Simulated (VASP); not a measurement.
# Ti6C5 in VASP: single point with PBE

Aim: the single point of Ti6C5 with PBE.

Program: VASP 6.6.1. These are calculated values, not measurements. Logs are shortened: lines on timing, memory, paths and dates and some standing lists are left out, and cuts for length are marked.

## 1. The cell of the first run

The cell holds a slab with vacuum, 11 atoms: a = 3.064 Å, b = 3.064 Å, c = 27.508 Å, α = 90.00°, β = 90.00°, γ = 120.00°.

## 2. Single point, PBE (atoms taken out)

INCAR reads:

```
PREC     = Accurate       # precision mode
ENCUT    = 520            # plane-wave cutoff, eV
EDIFF    = 1E-7           # SCF threshold, eV
ISMEAR   = 0              # smearing method
SIGMA    = 0.1            # smearing width, eV
LREAL    = False          # projectors in reciprocal space
LASPH    = True           # aspherical terms in the spheres
NELM     = 60             # most SCF steps
ALGO     = Normal         # electronic algorithm
ISIF     = 2              # what is computed and relaxed
LWAVE    = False          # write WAVECAR
LCHARG   = False          # write CHGCAR
LDIPOL   = True         
IDIPOL   = 3            
DIPOL    = 0.5 0.5 0.500
GGA      = PE             # functional
NBANDS   = 57             # bands
```

KPOINTS reads:

```
regular mesh
0
Gamma
  12 12 1
```

POSCAR reads:

```
Ti6C5
1.0
    3.0638392697      0.0000000000      0.0000000000
   -1.5319196349      2.6533626407      0.0000000000
    0.0000000000      0.0000000000     27.5080714413
Ti C
6 5
Direct
    0.6666666667      0.3333333333      0.2726472489
    0.3333333333      0.6666666667      0.3635883493
    0.0000000000      0.0000000000      0.4545294498
    0.6666666667      0.3333333333      0.5454705502
    0.3333333333      0.6666666667      0.6364116507
    0.0000000000      0.0000000000      0.7273527511
    0.0000000000      0.0000000000      0.3181177991
    0.6666666667      0.3333333333      0.4090588995
    0.3333333333      0.6666666667      0.5000000000
    0.0000000000      0.0000000000      0.5909411005
    0.6666666667      0.3333333333      0.6818822009
```

Potentials or basis: VASP PAW PBE potentials, release 64 (Ti_sv, C).

On the command line:

```console
$ cat potpaw_PBE.64/Ti_sv/POTCAR potpaw_PBE.64/C/POTCAR > POTCAR
$ mpirun -np 1 vasp_std > vasp.out
```

OUTCAR:

```text
PREC = Accurate
   ENCUT = 520
   EDIFF = 1E-7
   ISMEAR = 0
   LREAL = False
   LASPH = True
   NELM = 60
   ISIF = 2
   GGA = PE

 ion  position               nearest neighbor table
   1  0.667  0.333  0.273-   7 2.17   7 2.17   7 2.17
   2  0.333  0.667  0.364-   8 2.17   8 2.17   7 2.17   7 2.17   7 2.17   8 2.17
   3  0.000  0.000  0.455-   9 2.17   9 2.17   9 2.17   8 2.17   8 2.17   8 2.17
   4  0.667  0.333  0.545-   9 2.17   9 2.17   9 2.17  10 2.17  10 2.17  10 2.17
   5  0.333  0.667  0.636-  11 2.17  11 2.17  10 2.17  10 2.17  10 2.17  11 2.17
   6  0.000  0.000  0.727-  11 2.17  11 2.17  11 2.17
   7  0.000  0.000  0.318-   1 2.17   2 2.17   1 2.17   2 2.17   1 2.17   2 2.17
   8  0.667  0.333  0.409-   2 2.17   2 2.17   2 2.17   3 2.17   3 2.17   3 2.17
   9  0.333  0.667  0.500-   4 2.17   4 2.17   3 2.17   3 2.17   3 2.17   4 2.17
  10  0.000  0.000  0.591-   5 2.17   5 2.17   5 2.17   4 2.17   4 2.17   4 2.17
  11  0.667  0.333  0.682-   5 2.17   5 2.17   6 2.17   6 2.17   6 2.17   5 2.17

  LATTYP: Found a hexagonal cell.
 ALAT       =     3.0638392697
 C/A-ratio  =     8.9783010856

  Lattice vectors:

 A1 = (   3.0638392697,   0.0000000000,   0.0000000000)
 A2 = (  -1.5319196349,   2.6533626407,   0.0000000000)
 A3 = (   0.0000000000,   0.0000000000,  27.5080714413)

Analysis of symmetry for initial positions (statically):
=====================================================================
 Subroutine PRICEL returns:
 Original cell was already a primitive cell.

 Routine SETGRP: Setting up the symmetry group for a
 hexagonal supercell.

 Subroutine GETGRP returns: Found 12 space group operations
 (whereof  6 operations were pure point group operations)
 out of a pool of 24 trial point group operations.

The static configuration has the point symmetry C_3v.
 The point group associated with its full space group is D_3d.

Analysis of symmetry for dynamics (positions and initial velocities):
=====================================================================
 Subroutine PRICEL returns:
 Original cell was already a primitive cell.

 Routine SETGRP: Setting up the symmetry group for a
 hexagonal supercell.

 Subroutine GETGRP returns: Found 12 space group operations
 (whereof  6 operations were pure point group operations)
 out of a pool of 24 trial point group operations.

The dynamic configuration has the point symmetry C_3v.
 The point group associated with its full space group is D_3d.

 Subroutine INISYM returns: Found 12 space group operations
 (whereof  6 operations are pure point group operations),
 and found     1 'primitive' translations

----------------------------------------------------------------------------------------

                                     Primitive cell

  volume of cell :     223.6262

  direct lattice vectors                    reciprocal lattice vectors
     3.063839270  0.000000000  0.000000000     0.326387879  0.188440130  0.000000000
    -1.531919635  2.653362641  0.000000000     0.000000000  0.376880259  0.000000000
     0.000000000  0.000000000 27.508071441     0.000000000  0.000000000  0.036352967

  length of vectors
     3.063839270  3.063839270 27.508071441     0.376880259  0.376880259  0.036352967

  position of ions in fractional coordinates (direct lattice)
     0.666666667  0.333333333  0.272647249
     0.333333333  0.666666667  0.363588349
     0.000000000  0.000000000  0.454529450
     0.666666667  0.333333333  0.545470550
     0.333333333  0.666666667  0.636411651
     0.000000000  0.000000000  0.727352751
     0.000000000  0.000000000  0.318117799
     0.666666667  0.333333333  0.409058900
     0.333333333  0.666666667  0.500000000
     0.000000000  0.000000000  0.590941100
     0.666666667  0.333333333  0.681882201

  ion indices of the primitive-cell ions
   primitive index   ion index
                 1           1
                 2           2
                 3           3
                 4           4
                 5           5
                 6           6
                 7           7
                 8           8
                 9           9
                10          10
                11          11

----------------------------------------------------------------------------------------

 KPOINTS: regular mesh

Automatic generation of k-mesh.
 Grid dimensions read from file:
 generate k-points for:   12   12    1

 Generating k-lattice:

  Cartesian coordinates                     Fractional coordinates (reciprocal lattice)
     0.027198990  0.015703344  0.000000000     0.083333333 -0.000000000  0.000000000
     0.000000000  0.031406688  0.000000000     0.000000000  0.083333333  0.000000000
     0.000000000  0.000000000  0.036352967     0.000000000  0.000000000  1.000000000

  Length of vectors
     0.031406688  0.031406688  0.036352967

  Shift w.r.t. Gamma in fractional coordinates (k-lattice)
     0.000000000  0.000000000  0.000000000

 Subroutine IBZKPT returns following result:
 ===========================================

 Found     19 irreducible k-points:

 Following reciprocal coordinates:
            Coordinates               Weight
  0.000000  0.000000  0.000000      1.000000
  0.083333  0.000000  0.000000      6.000000
  0.166667  0.000000  0.000000      6.000000
  0.250000 -0.000000  0.000000      6.000000
  0.333333  0.000000  0.000000      6.000000
  0.416667  0.000000  0.000000      6.000000
[... 11 lines left out ...]
  0.333333  0.250000  0.000000     12.000000
  0.333333  0.333333  0.000000      2.000000
   k-points           NKPTS =     19   k-points in BZ     NKDIM =     19   number of bands    NBANDS=     57
   number of dos      NEDOS =    301   number of ions     NIONS =     11
   total plane-waves  NPLWV = 120960
   dimension x,y,z NGX =    24 NGY =   24 NGZ =  210
   dimension x,y,z NGXF=    48 NGYF=   48 NGZF=  420
   ions per type =               6   5
   NGX,Y,Z   is equivalent  to a cutoff of  13.02, 13.02, 12.69 a.u.
   NGXF,Y,Z  is equivalent  to a cutoff of  26.05, 26.05, 25.38 a.u.
 SYSTEM =  unknown system
   PREC   = accura    normal or accurate (medium, high low for compatibility)
   ISTART =      0    job   : 0-new  1-cont  2-samecut
   ICHARG =      2    charge: 1-file 2-atom 10-const
   ISPIN  =      1    spin polarized calculation?
   LNONCOLLINEAR =      F non collinear calculations
   LSORBIT =      F    spin-orbit coupling
   LASPH  =      T    aspherical Exc in radial PAW
   ENCUT  =  520.0 eV  38.22 Ry    6.18 a.u.   5.70  5.70 51.15*2*pi/ulx,y,z
   NELM   =     60;   NELMIN=  2; NELMDL= -5     # of ELM steps
   EDIFF  = 0.1E-06   stopping-criterion for ELM
   LREAL  =      F    real-space projection
   EDIFFG = 0.1E-05   stopping-criterion for IOM
   NSW    =      0    number of steps for IOM
   IBRION =     -1    ionic relax: 0-MD 1-quasi-New 2-CG
   NFREE  =      0    steps in history (QN), initial steepest desc. (CG)
   ISIF   =      2    stress and relaxation
   ISYM   =      2    0-nonsym 1-usesym 2-fastsym
   POTIM  = 0.5000    time-step for ionic-motion
   TEBEG  =    0.0;   TEEND  =   0.0 temperature during run
   PSTRESS=    0.0 pullay stress
   NELECT =      92.0000    total number of electrons
   NUPDOWN=      -1.0000    fix difference up-down
   EMIN   =  10.00;   EMAX   =-10.00  energy-range for DOS
   EFERMI =   0.00;   METHOD = LEGACY
   ISMEAR =     0;   SIGMA  =   0.10  broadening in eV -4-tet -1-fermi 0-gaus
   EFERMI_NEDOS =   21; number of points for ismear=-14 and -15
   IALGO  =     38    algorithm
   IMIX   =      4    mixing-type and parameters
     AMIX     =   0.40;   BMIX     =  1.00
     AMIX_MAG =   1.60;   BMIX_MAG =  1.00
  volume/ion in A,a.u.               =      20.33       137.19
  Fermi-wavevector in a.u.,A,eV,Ry     =   1.217577  2.300887 20.170561  1.482494
  Thomas-Fermi vector in A             =   2.352893
   LORBIT       =      0    0 simple, 1 ext, 2 COOP (PROOUT), +10 PAW based schemes
   GGA     = PE    functional components
   LHFCALC =     F    Hartree Fock is set to
   AEXX    =    0.0000 exact exchange contribution
   IVDW    =     0    specifies the selected vdW correction
   LEPSILON=     F    determine dielectric tensor
   LRPA    =     F    only Hartree local field effects (RPA)
 non-spin polarized calculation
 Gauss-broadening in eV      SIGMA  =   0.10
  energy-cutoff  :      520.00
  volume of cell :      223.63
 maximum number of plane-waves:      6056
 NGX is ok and might be reduce to    24
   NGX = 11   NGY = 11   NGZ =103

 dipolmoment           0.000000      0.000000      0.000000 electrons x Angstroem

 number of electron      91.9999980 magnetization

 dipolmoment           0.000000      0.000000     -0.000000 electrons x Angstroem

 Free energy of the ion-electron system (eV)
  ---------------------------------------------------
  ext. energy  EPLUGINS =         0.00000000
  ---------------------------------------------------
  free energy    TOTEN  =       -99.36488117 eV

  energy without entropy =      -99.33272827  energy(sigma->0) =      -99.34880472

 E-fermi :   2.9809     XC(G=0):  -7.4857

 val. band max:        2.9696949456   @ k =   0.1667   0.0000   0.0000
 cond. band min:       2.9822072119   @ k =   0.3333   0.0833   0.0000
 fundamental gap:      0.0125122663
 Fermi energy:         2.9809230068

 k-point     1 :       0.0000    0.0000    0.0000
  band No.  band energies     occupation
      1     -54.1405      2.00000
      2     -54.1405      2.00000
      3     -53.6133      2.00000
      4     -53.6069      2.00000
      5     -53.5746      2.00000
      6     -53.5448      2.00000
[... 1129 lines left out ...]
     56       5.6823      0.00000
     57       5.7985      0.00000

------------------------ aborting loop because EDIFF is reached ----------------------------------------

 vacuum level on the upper side and lower side of the slab       (xc-potential included)        -0.138        -0.138

  FORCE on cell =-STRESS in cart. coord.  units (eV):
  Direction    XX          YY          ZZ          XY          YZ          ZX
  --------------------------------------------------------------------------------------
  -------------------------------------------------------------------------------------
  Total       -1.3566968     -1.3566968     -5.6205524      0.0000000      0.0000000      0.0000000
  in kB       -9.7200984     -9.7200984    -40.2686298      0.0000000      0.0000000      0.0000000
  external PRESSURE =     -19.9029422 kB  Pullay stress =       0.0000000 kB

 VOLUME and BASIS-vectors are now :
 -----------------------------------------------------------------------------
  energy-cutoff  :      520.00
  volume of cell :      223.63
      direct lattice vectors                 reciprocal lattice vectors
     3.063839270  0.000000000  0.000000000     0.326387879  0.188440130  0.000000000
    -1.531919635  2.653362641  0.000000000     0.000000000  0.376880259  0.000000000
     0.000000000  0.000000000 27.508071441     0.000000000  0.000000000  0.036352967

 POSITION                                       TOTAL-FORCE (eV/Angst)
 -----------------------------------------------------------------------------------
      1.53192      0.88445      7.50000         0.000000      0.000000      1.767237
     -0.00000      1.76891     10.00161         0.000000      0.000000      0.648646
      0.00000      0.00000     12.50323        -0.000000      0.000000      0.013528
      1.53192      0.88445     15.00484         0.000000     -0.000000     -0.013528
     -0.00000      1.76891     17.50646         0.000000     -0.000000     -0.648646
      0.00000      0.00000     20.00807        -0.000000      0.000000     -1.767237
      0.00000      0.00000      8.75081        -0.000000      0.000000     -2.026062
      1.53192      0.88445     11.25242         0.000000     -0.000000     -0.232623
     -0.00000      1.76891     13.75404        -0.000000      0.000000     -0.000000
      0.00000      0.00000     16.25565        -0.000000      0.000000      0.232623
      1.53192      0.88445     18.75726         0.000000      0.000000      2.026062
 -----------------------------------------------------------------------------------
    total drift:                               -0.000000      0.000000     -0.000000

  FREE ENERGIE OF THE ION-ELECTRON SYSTEM (eV)
  ---------------------------------------------------
  free  energy   TOTEN  =       -99.3648811728 eV

  energy  without entropy=      -99.3327282701  energy(sigma->0) =      -99.34880472

 vacuum level on the upper side and lower side of the slab         7.435         7.435
```

It took 5 min on 1 thread of Intel Xeon 6975P-C (Granite Rapids), shared host; peak memory 0.43 GiB.

Results:

```
Free energy            : -99.3649 eV
Largest force          : 2.026 eV/Å
Band gap on the k mesh : zero (bands 46 and 47 overlap by 0.48 eV)
```

Forces in eV/Å, atoms in the order of the input:
```
Ti   0.000  0.000  1.767
Ti   0.000  0.000  0.649
Ti   0.000  0.000  0.014
Ti   0.000  0.000 -0.014
Ti   0.000  0.000 -0.649
Ti   0.000  0.000 -1.767
C    0.000  0.000 -2.026
C    0.000  0.000 -0.233
C    0.000  0.000  0.000
C    0.000  0.000  0.233
C    0.000  0.000  2.026
```

Levels at points of the mesh, in eV from the Fermi level:
| k point | band 44 | band 45 | band 46 | band 47 | band 48 | band 49 |
| --- | --- | --- | --- | --- | --- | --- |
| (0.00, 0.00, 0.00) | -0.13 | 0.11 | 0.11 | 0.46 | 0.68 | 0.68 |
| (0.50, 0.00, 0.00) | -1.31 | -0.50 | 0.20 | 0.30 | 0.33 | 0.86 |

Caveat: the cell differs from its parent crystal (atoms taken out).
